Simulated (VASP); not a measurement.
# BaZrO3 (Pm-3m) in VASP: further runs

BaZrO3 is run at these levels: r2SCAN; tasks: single point.

All numbers are computed with VASP 6.6.1; they aren't measurements. Logs are shortened: lines on timing, memory, paths and dates and some standing lists are left out, and cuts for length are marked.

## Step 1: The cell of the first run

The structure is cubic, space group Pm-3m (No. 221). Conventional cell: a = 4.181 Å, b = 4.181 Å, c = 4.181 Å, α = 90.00°, β = 90.00°, γ = 90.00°. Within 3.9 Å of Ba (site symmetry m-3m) lie 12 O at 2.96 Å and 8 Zr at 3.62 Å. Within 2.8 Å of Zr (site symmetry m-3m) lie 6 O at 2.09 Å. Within 2.8 Å of O (site symmetry 4/mmm) lie 2 Zr at 2.09 Å.

## Step 2: Single point, r2SCAN

Input file POSCAR:

```
BaZrO3
1.0
    4.1815000000      0.0000000000      0.0000000000
    0.0000000000      4.1815000000      0.0000000000
    0.0000000000      0.0000000000      4.1815000000
Ba Zr O
1 1 3
Direct
    0.5000000000      0.5000000000      0.5000000000
    0.0000000000      0.0000000000      0.0000000000
    0.5000000000      0.0000000000      0.0000000000
    0.0000000000      0.5000000000      0.0000000000
    0.0000000000      0.0000000000      0.5000000000
```

Input file INCAR.step1:

```
ALGO = Normal ; EDIFF = 1E-4
ENCUT = 520 ; GGA = PE
ISMEAR = 0 ; LASPH = True
LCHARG = False ; LREAL = False
LWAVE = True ; NBANDS = 28
NELM = 80 ; PREC = Accurate
SIGMA = 0.1
```

Input file INCAR.step2:

```
ALGO = Normal ; EDIFF = 1E-6
ENCUT = 520 ; ISIF = 2
ISMEAR = 0 ; ISTART = 1
LASPH = True ; LCHARG = False
LMIXTAU = True ; LREAL = False
LWAVE = False ; METAGGA = R2SCAN
NBANDS = 28 ; NELM = 80
PREC = Accurate ; SIGMA = 0.1
```

Input file KPOINTS:

```
k-points
0
Gamma
  4 4 4
```

Potentials or basis: VASP PAW PBE potentials, release 64 (Ba_sv, Zr_sv, O).

Run with:

```bash
cat potpaw_PBE.64/Ba_sv/POTCAR potpaw_PBE.64/Zr_sv/POTCAR potpaw_PBE.64/O/POTCAR > POTCAR
cp INCAR.step1 INCAR
mpirun -np 1 vasp_std > vasp.out
cp INCAR.step2 INCAR
mpirun -np 1 vasp_std > vasp.out
```

OUTCAR:

```text
EDIFF = 1E-6
   ENCUT = 520
   ISIF = 2
   ISMEAR = 0
   ISTART = 1
   LASPH = True
   LREAL = False
   METAGGA = R2SCAN
   NELM = 80
   PREC = Accurate

 ion  position               nearest neighbor table
   1  0.500  0.500  0.500-   3 2.96   4 2.96   5 2.96   3 2.96   4 2.96   3 2.96   5 2.96   3 2.96
                             4 2.96   5 2.96   4 2.96   5 2.96   2 3.62   2 3.62   2 3.62   2 3.62
   2  0.000  0.000  0.000-   3 2.09   4 2.09   5 2.09   5 2.09   4 2.09   3 2.09   1 3.62   1 3.62
                             1 3.62   1 3.62   1 3.62   1 3.62   1 3.62   1 3.62
   3  0.500  0.000  0.000-   2 2.09   2 2.09   1 2.96   1 2.96   1 2.96   1 2.96
   4  0.000  0.500  0.000-   2 2.09   2 2.09   1 2.96   1 2.96   1 2.96   1 2.96
   5  0.000  0.000  0.500-   2 2.09   2 2.09   1 2.96   1 2.96   1 2.96   1 2.96

  LATTYP: Found a simple cubic cell.
 ALAT       =     4.1815000000

  Lattice vectors:

 A1 = (   4.1815000000,   0.0000000000,   0.0000000000)
 A2 = (   0.0000000000,   4.1815000000,   0.0000000000)
 A3 = (   0.0000000000,   0.0000000000,   4.1815000000)

Analysis of symmetry for initial positions (statically):
=====================================================================
 Subroutine PRICEL returns:
 Original cell was already a primitive cell.

 Routine SETGRP: Setting up the symmetry group for a
 simple cubic supercell.

 Subroutine GETGRP returns: Found 48 space group operations
 (whereof 48 operations were pure point group operations)
 out of a pool of 48 trial point group operations.

The static configuration has the point symmetry O_h .

Analysis of symmetry for dynamics (positions and initial velocities):
=====================================================================
 Subroutine PRICEL returns:
 Original cell was already a primitive cell.

 Routine SETGRP: Setting up the symmetry group for a
 simple cubic supercell.

 Subroutine GETGRP returns: Found 48 space group operations
 (whereof 48 operations were pure point group operations)
 out of a pool of 48 trial point group operations.

The dynamic configuration has the point symmetry O_h .

 Subroutine INISYM returns: Found 48 space group operations
 (whereof 48 operations are pure point group operations),
 and found     1 'primitive' translations

----------------------------------------------------------------------------------------

                                     Primitive cell

  volume of cell :      73.1133

  direct lattice vectors                    reciprocal lattice vectors
     4.181500000  0.000000000  0.000000000     0.239148631  0.000000000  0.000000000
     0.000000000  4.181500000  0.000000000     0.000000000  0.239148631  0.000000000
     0.000000000  0.000000000  4.181500000     0.000000000  0.000000000  0.239148631

  length of vectors
     4.181500000  4.181500000  4.181500000     0.239148631  0.239148631  0.239148631

  position of ions in fractional coordinates (direct lattice)
     0.500000000  0.500000000  0.500000000
     0.000000000  0.000000000  0.000000000
     0.500000000  0.000000000  0.000000000
     0.000000000  0.500000000  0.000000000
     0.000000000  0.000000000  0.500000000

  ion indices of the primitive-cell ions
   primitive index   ion index
                 1           1
                 2           2
                 3           3
                 4           4
                 5           5

----------------------------------------------------------------------------------------

 KPOINTS: k-points

Automatic generation of k-mesh.
 Grid dimensions read from file:
 generate k-points for:    4    4    4

 Generating k-lattice:

  Cartesian coordinates                     Fractional coordinates (reciprocal lattice)
     0.059787158  0.000000000  0.000000000     0.250000000  0.000000000  0.000000000
     0.000000000  0.059787158  0.000000000     0.000000000  0.250000000  0.000000000
     0.000000000  0.000000000  0.059787158     0.000000000  0.000000000  0.250000000

  Length of vectors
     0.059787158  0.059787158  0.059787158

  Shift w.r.t. Gamma in fractional coordinates (k-lattice)
     0.000000000  0.000000000  0.000000000

 Subroutine IBZKPT returns following result:
 ===========================================

 Found     10 irreducible k-points:

 Following reciprocal coordinates:
            Coordinates               Weight
  0.000000  0.000000  0.000000      1.000000
  0.250000  0.000000  0.000000      6.000000
  0.500000  0.000000  0.000000      3.000000
  0.250000  0.250000  0.000000     12.000000
  0.500000  0.250000  0.000000     12.000000
  0.500000  0.500000  0.000000      3.000000
  0.250000  0.250000  0.250000      8.000000
  0.500000  0.250000  0.250000     12.000000
  0.500000  0.500000  0.250000      6.000000
  0.500000  0.500000  0.500000      1.000000
   k-points           NKPTS =     10   k-points in BZ     NKDIM =     10   number of bands    NBANDS=     28
   number of dos      NEDOS =    301   number of ions     NIONS =      5
   total plane-waves  NPLWV =  32768
   dimension x,y,z NGX =    32 NGY =   32 NGZ =   32
   dimension x,y,z NGXF=    64 NGYF=   64 NGZF=   64
   ions per type =               1   1   3
   NGX,Y,Z   is equivalent  to a cutoff of  12.72, 12.72, 12.72 a.u.
   NGXF,Y,Z  is equivalent  to a cutoff of  25.44, 25.44, 25.44 a.u.
 SYSTEM =  unknown system
   PREC   = accura    normal or accurate (medium, high low for compatibility)
   ISTART =      1    job   : 0-new  1-cont  2-samecut
   ICHARG =      0    charge: 1-file 2-atom 10-const
   ISPIN  =      1    spin polarized calculation?
   LNONCOLLINEAR =      F non collinear calculations
   LSORBIT =      F    spin-orbit coupling
   LASPH  =      T    aspherical Exc in radial PAW
   ENCUT  =  520.0 eV  38.22 Ry    6.18 a.u.   7.77  7.77  7.77*2*pi/ulx,y,z
   NELM   =     80;   NELMIN=  2; NELMDL=  0     # of ELM steps
   EDIFF  = 0.1E-05   stopping-criterion for ELM
   LREAL  =      F    real-space projection
   EDIFFG = 0.1E-04   stopping-criterion for IOM
   NSW    =      0    number of steps for IOM
   IBRION =     -1    ionic relax: 0-MD 1-quasi-New 2-CG
   NFREE  =      0    steps in history (QN), initial steepest desc. (CG)
   ISIF   =      2    stress and relaxation
   ISYM   =      2    0-nonsym 1-usesym 2-fastsym
   POTIM  = 0.5000    time-step for ionic-motion
   TEBEG  =    0.0;   TEEND  =   0.0 temperature during run
   PSTRESS=    0.0 pullay stress
   NELECT =      40.0000    total number of electrons
   NUPDOWN=      -1.0000    fix difference up-down
   EMIN   =  10.00;   EMAX   =-10.00  energy-range for DOS
   EFERMI =   0.00;   METHOD = LEGACY
   ISMEAR =     0;   SIGMA  =   0.10  broadening in eV -4-tet -1-fermi 0-gaus
   EFERMI_NEDOS =   21; number of points for ismear=-14 and -15
   IALGO  =     38    algorithm
   IMIX   =      4    mixing-type and parameters
     AMIX     =   0.40;   BMIX     =  1.00
     AMIX_MAG =   1.60;   BMIX_MAG =  1.00
  volume/ion in A,a.u.               =      14.62        98.68
  Fermi-wavevector in a.u.,A,eV,Ry     =   1.338945  2.530239 24.392166  1.792774
  Thomas-Fermi vector in A             =   2.467376
   LORBIT       =      0    0 simple, 1 ext, 2 COOP (PROOUT), +10 PAW based schemes
   METAGGA = R2SCAN    functional components
   LHFCALC =     F    Hartree Fock is set to
   AEXX    =    0.0000 exact exchange contribution
   IVDW    =     0    specifies the selected vdW correction
   LEPSILON=     F    determine dielectric tensor
   LRPA    =     F    only Hartree local field effects (RPA)
 non-spin polarized calculation
 Gauss-broadening in eV      SIGMA  =   0.10
  energy-cutoff  :      520.00
  volume of cell :       73.11
 maximum number of plane-waves:      1986
 NGX is ok and might be reduce to    32
   NGX = 15   NGY = 15   NGZ = 15

 number of electron      40.0000004 magnetization

 Free energy of the ion-electron system (eV)
  ---------------------------------------------------
  ext. energy  EPLUGINS =         0.00000000
  ---------------------------------------------------
  free energy    TOTEN  =       -85.07597458 eV

  energy without entropy =      -85.07597458  energy(sigma->0) =      -85.07597458

 E-fermi :   4.0920     XC(G=0): -11.4292

 val. band max:        3.5376128608   @ k =   0.5000   0.5000   0.5000
 cond. band min:       7.2520377194   @ k =   0.0000   0.0000   0.0000
 fundamental gap:      3.7144248586
 Fermi energy:         4.0919629675

 k-point     1 :       0.0000    0.0000    0.0000
  band No.  band energies     occupation
      1     -44.9349      2.00000
      2     -22.4396      2.00000
      3     -22.3875      2.00000
      4     -22.3875      2.00000
      5     -22.3875      2.00000
      6     -13.8169      2.00000
[... 20 lines left out ...]
     27      11.5853      0.00000
     28      11.5853      0.00000

 k-point     2 :       0.2500    0.0000    0.0000
  band No.  band energies     occupation
      1     -44.9329      2.00000
      2     -22.6597      2.00000
      3     -22.3839      2.00000
      4     -22.3839      2.00000
      5     -22.2843      2.00000
      6     -13.8760      2.00000
[... 20 lines left out ...]
     27      11.5874      0.00000
     28      12.0994      0.00000

 k-point     3 :       0.5000    0.0000    0.0000
  band No.  band energies     occupation
      1     -44.9309      2.00000
      2     -22.8127      2.00000
      3     -22.3802      2.00000
      4     -22.3802      2.00000
      5     -22.2388      2.00000
      6     -13.9924      2.00000
[... 20 lines left out ...]
     27      11.5736      0.00000
     28      12.7847      0.00000

 k-point     4 :       0.2500    0.2500    0.0000
  band No.  band energies     occupation
      1     -44.9309      2.00000
      2     -22.6504      2.00000
      3     -22.5370      2.00000
      4     -22.3803      2.00000
      5     -22.2648      2.00000
      6     -13.7697      2.00000
[... 20 lines left out ...]
     27      12.2589      0.00000
     28      12.5319      0.00000

 k-point     5 :       0.5000    0.2500    0.0000
  band No.  band energies     occupation
      1     -44.9290      2.00000
      2     -22.7529      2.00000
      3     -22.5341      2.00000
      4     -22.3768      2.00000
      5     -22.2802      2.00000
      6     -13.7802      2.00000
[... 20 lines left out ...]
     27      12.4257      0.00000
     28      12.6838      0.00000

 k-point     6 :       0.5000    0.5000    0.0000
  band No.  band energies     occupation
      1     -44.9270      2.00000
      2     -22.6780      2.00000
      3     -22.6780      2.00000
      4     -22.3734      2.00000
      5     -22.3365      2.00000
      6     -13.6921      2.00000
[... 20 lines left out ...]
     27      13.4350      0.00000
     28      13.4350      0.00000

 k-point     7 :       0.2500    0.2500    0.2500
  band No.  band energies     occupation
      1     -44.9290      2.00000
      2     -22.6226      2.00000
      3     -22.5326      2.00000
      4     -22.5326      2.00000
      5     -22.2691      2.00000
      6     -13.3481      2.00000
[... 20 lines left out ...]
     27      12.5991      0.00000
     28      12.5991      0.00000

 k-point     8 :       0.5000    0.2500    0.2500
  band No.  band energies     occupation
      1     -44.9270      2.00000
      2     -22.7151      2.00000
      3     -22.5313      2.00000
      4     -22.5282      2.00000
      5     -22.2968      2.00000
      6     -13.3094      2.00000
[... 20 lines left out ...]
     27      11.8124      0.00000
     28      12.9805      0.00000

 k-point     9 :       0.5000    0.5000    0.2500
  band No.  band energies     occupation
      1     -44.9250      2.00000
      2     -22.6729      2.00000
      3     -22.6729      2.00000
      4     -22.5254      2.00000
      5     -22.3177      2.00000
      6     -13.1465      2.00000
[... 20 lines left out ...]
     27      12.3086      0.00000
     28      13.5843      0.00000

 k-point    10 :       0.5000    0.5000    0.5000
  band No.  band energies     occupation
      1     -44.9231      2.00000
      2     -22.6677      2.00000
      3     -22.6677      2.00000
      4     -22.6677      2.00000
      5     -22.2987      2.00000
      6     -12.5570      2.00000
[... 20 lines left out ...]
     27      13.3277      0.00000
     28      13.3277      0.00000

------------------------ aborting loop because EDIFF is reached ----------------------------------------

  FORCE on cell =-STRESS in cart. coord.  units (eV):
  Direction    XX          YY          ZZ          XY          YZ          ZX
  --------------------------------------------------------------------------------------
  -------------------------------------------------------------------------------------
  Total        1.8195674      1.8195674      1.8195674     -0.0000000     -0.0000000      0.0000000
  in kB       39.8733222     39.8733222     39.8733222     -0.0000000     -0.0000000      0.0000000
  external PRESSURE =      39.8733222 kB  Pullay stress =       0.0000000 kB

 VOLUME and BASIS-vectors are now :
 -----------------------------------------------------------------------------
  energy-cutoff  :      520.00
  volume of cell :       73.11
      direct lattice vectors                 reciprocal lattice vectors
     4.181500000  0.000000000  0.000000000     0.239148631  0.000000000  0.000000000
     0.000000000  4.181500000  0.000000000     0.000000000  0.239148631  0.000000000
     0.000000000  0.000000000  4.181500000     0.000000000  0.000000000  0.239148631

 POSITION                                       TOTAL-FORCE (eV/Angst)
 -----------------------------------------------------------------------------------
      2.09075      2.09075      2.09075         0.000000      0.000000      0.000000
      0.00000      0.00000      0.00000         0.000000      0.000000      0.000000
      2.09075      0.00000      0.00000         0.000000      0.000000      0.000000
      0.00000      2.09075      0.00000         0.000000      0.000000      0.000000
      0.00000      0.00000      2.09075         0.000000      0.000000      0.000000
 -----------------------------------------------------------------------------------
    total drift:                                0.000000      0.000000     -0.000000

  FREE ENERGIE OF THE ION-ELECTRON SYSTEM (eV)
  ---------------------------------------------------
  free  energy   TOTEN  =       -85.0759745835 eV

  energy  without entropy=      -85.0759745835  energy(sigma->0) =      -85.07597458
```

Run time: 38 s. Hardware: 1 thread of Intel Xeon Platinum 8488C (Sapphire Rapids), shared host; peak memory 0.19 GiB.

Results:

```yaml
Free_energy: -85.0760 eV
Pressure: 4.0 GPa
Band_gap_on_the_k_mesh: 3.71 eV, indirect (least direct gap 3.95 eV)
```

Levels at points of the mesh, in eV from the valence-band top:
```tsv
k point	band 16	band 17	band 18	band 19	band 20	band 21	band 22	band 23	band 24	band 25
(0.00, 0.00, 0.00)	-1.02	-1.02	-0.24	-0.24	-0.24	3.71	3.71	3.71	5.18	5.18
(0.50, 0.00, 0.00)	-1.74	-1.74	-1.70	-0.47	-0.47	4.16	6.27	6.27	7.00	7.34
(0.50, 0.50, 0.00)	-2.41	-0.94	-0.94	-0.81	-0.08	6.24	6.24	7.03	7.18	8.34
(0.50, 0.50, 0.50)	-2.56	-2.56	0.00	0.00	0.00	6.65	6.65	6.65	7.61	7.61
```

Caveat: the PAW data sets were made with another functional, which shifts forces and pressure a little; spin-orbit coupling is left out, which moves the levels of the heavy elements.

## Step 3: Single point, r2SCAN

POSCAR is that of step 2.

Input file INCAR.step1:

```
ALGO = Normal ; EDIFF = 1E-5
ENCUT = 910 ; GGA = PE
GGA_COMPAT = False ; ISMEAR = 0
LASPH = True ; LCHARG = False
LREAL = False ; LWAVE = True
NBANDS = 28 ; NELM = 120
PREC = Accurate ; SIGMA = 0.1
```

Input file INCAR.step2:

```
ALGO = Normal ; EDIFF = 1E-6
ENCUT = 910 ; GGA_COMPAT = False
ISIF = 2 ; ISMEAR = 0
ISTART = 1 ; LASPH = True
LCHARG = False ; LMIXTAU = True
LREAL = False ; LWAVE = False
METAGGA = R2SCAN ; NBANDS = 28
NELM = 120 ; PREC = Accurate
SIGMA = 0.1
```

KPOINTS is that of step 2.

Potentials or basis: VASP PAW PBE potentials, release 64 (Ba_sv, Zr_sv, O_h).

Run with:

```bash
cat potpaw_PBE.64/Ba_sv/POTCAR potpaw_PBE.64/Zr_sv/POTCAR potpaw_PBE.64/O_h/POTCAR > POTCAR
cp INCAR.step1 INCAR
mpirun -np 1 vasp_std > vasp.out
cp INCAR.step2 INCAR
mpirun -np 1 vasp_std > vasp.out
```

Run time: 91 s. Hardware: 1 thread of Intel Xeon 6975P-C (Granite Rapids), shared host; peak memory 0.3 GiB.

It converged, with:

* Free energy: -85.1029 eV
* Pressure: 3.8 GPa
* Band gap on the k mesh: 3.73 eV, indirect (least direct gap 3.96 eV)

Levels at points of the mesh, in eV from the valence-band top:
| k point | band 16 | band 17 | band 18 | band 19 | band 20 | band 21 | band 22 | band 23 | band 24 | band 25 |
| --- | --- | --- | --- | --- | --- | --- | --- | --- | --- | --- |
| (0.00, 0.00, 0.00) | -1.02 | -1.02 | -0.23 | -0.23 | -0.23 | 3.73 | 3.73 | 3.73 | 5.19 | 5.19 |
| (0.50, 0.00, 0.00) | -1.74 | -1.74 | -1.70 | -0.46 | -0.46 | 4.17 | 6.28 | 6.28 | 7.00 | 7.34 |
| (0.50, 0.50, 0.00) | -2.41 | -0.94 | -0.94 | -0.79 | -0.08 | 6.25 | 6.25 | 7.04 | 7.19 | 8.35 |
| (0.50, 0.50, 0.50) | -2.56 | -2.56 | 0.00 | 0.00 | 0.00 | 6.66 | 6.66 | 6.66 | 7.61 | 7.61 |

Caveat: the cutoff is under 1.25 times the usual one of these potentials, so pressure, stress and relaxed cells hold a basis-set (Pulay) error; the PAW data sets were made with another functional, which shifts forces and pressure a little; spin-orbit coupling is left out, which moves the levels of the heavy elements.
